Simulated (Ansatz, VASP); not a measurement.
Two plane-wave programs on Si

```
Si
1.0
     2.48952    0.00000    0.00000
    -1.24476    2.15598    0.00000
     0.00000    0.00000    2.58967
Si
1
Direct
  0.00000 0.00000 0.00000
```

Change from the starting cell: strain -0.050 along x and y, +0.050 along z, atoms carried along.

Alike in both runs: task single point; functional LDA; k mesh 21 × 21 × 20; occupations gaussian, width 0.15 eV; no spin polarisation.

```csv
,VASP,Ansatz
version,VASP 6.6.1,Ansatz 0.2.0
potentials or method,"VASP PAW LDA potentials, release 64 (Si), cutoff 520 eV","scalar-relativistic, plane waves, PAW"
valence electrons in the cell,4,4
```

Ansatz gave:

* gap on the k mesh at the Fermi level (eV): none
* pressure (GPa): 7.0
* traceless stress, the component that is largest in VASP (GPa): -16.69

Question: Estimate VASP's values.

Answer: gap on the k mesh at the Fermi level (eV): none; pressure (GPa): 7.0; traceless stress, the component that is largest in VASP (GPa): -16.70.

LDA's correlation is that of Perdew and Zunger in VASP and of Perdew and Wang (1992) in Ansatz. A gap of «none» marks a metal or a gap that the smearing closes.
